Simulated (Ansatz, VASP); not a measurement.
Two plane-wave programs on Ir

Contents of POSCAR:

```
Ir
1.0
    0.0000000000      1.9964880000      1.9197000000
    1.9964880000      0.0000000000      1.9197000000
    1.9964880000      1.9964880000      0.0000000000
Ir
1
Direct
    0.0000000000      0.0000000000      0.0000000000
```

INCAR.step1

```
SYSTEM = Ir
PREC = Accurate
ENCUT = 520
ISMEAR = 0
SIGMA = 0.15
LREAL = .FALSE.
LASPH = .TRUE.
NELM = 80
NBANDS = 10
GGA = PE
ALGO = Normal
EDIFF = 1E-4
LWAVE = .TRUE.
LCHARG = .FALSE.
```

File INCAR.step2:

```
SYSTEM = Ir
PREC = Accurate
ENCUT = 520
EDIFF = 1E-7
ISMEAR = 0
SIGMA = 0.15
LREAL = .FALSE.
LASPH = .TRUE.
NELM = 80
ALGO = Normal
ISIF = 2
LWAVE = .FALSE.
LCHARG = .FALSE.
METAGGA = R2SCAN
LMIXTAU = .TRUE.
NBANDS = 10
ISTART = 1
```

The input KPOINTS:

```
regular mesh
0
G
  22 22 22
  0 0 0
```

Input for Ansatz:

```yaml
crystal:
  lattice:
    - [0.0, 1.996488, 1.9197]
    - [1.996488, 0.0, 1.9197]
    - [1.996488, 1.996488, 0.0]
  atoms:
    - { symbol: Ir, position: [0.0, 0.0, 0.0] }
basis:
  ecutwfc: 500
kpoints:
  mp_grid: { grid: [22, 22, 22] }
hamiltonian:
  xc: r2scan
scf:
  occupations: { method: gaussian, width: 0.15 }
output:
  forces: true
  stress: true
  eigenvalues: true
```

Change from the starting cell: strain +0.040 along x and y, +0.000 along z, atoms carried along.

Alike in both runs: task single point; functional r2SCAN; k mesh 22 × 22 × 22; occupations gaussian, width 0.15 eV; no spin polarisation.

```csv
,VASP,Ansatz
version,VASP 6.6.1,Ansatz 0.2.0
potentials or method,"VASP PAW PBE potentials, release 64 (Ir), cutoff 520 eV","scalar-relativistic, plane waves, PAW"
valence electrons in the cell,9,17
```

```csv
,VASP,Ansatz,Ansatz less VASP
gap on the k mesh at the Fermi level (eV),none,none,-
pressure (GPa),-21.2,-22.9,-1.71
"traceless stress, the component that is largest in VASP (GPa)",7.82,7.83,+0.011
```

VASP's potentials were made for PBE, not for r2SCAN. A gap of «none» marks a metal or a gap that the smearing closes. With one functional, cell and mesh, what is left measures potentials, basis and numerics. VASP's potentials hold 9 valence electrons a cell and Ansatz's 17, so a difference there can come from the potentials and not from the codes.

Neither program's run includes spin-orbit coupling.
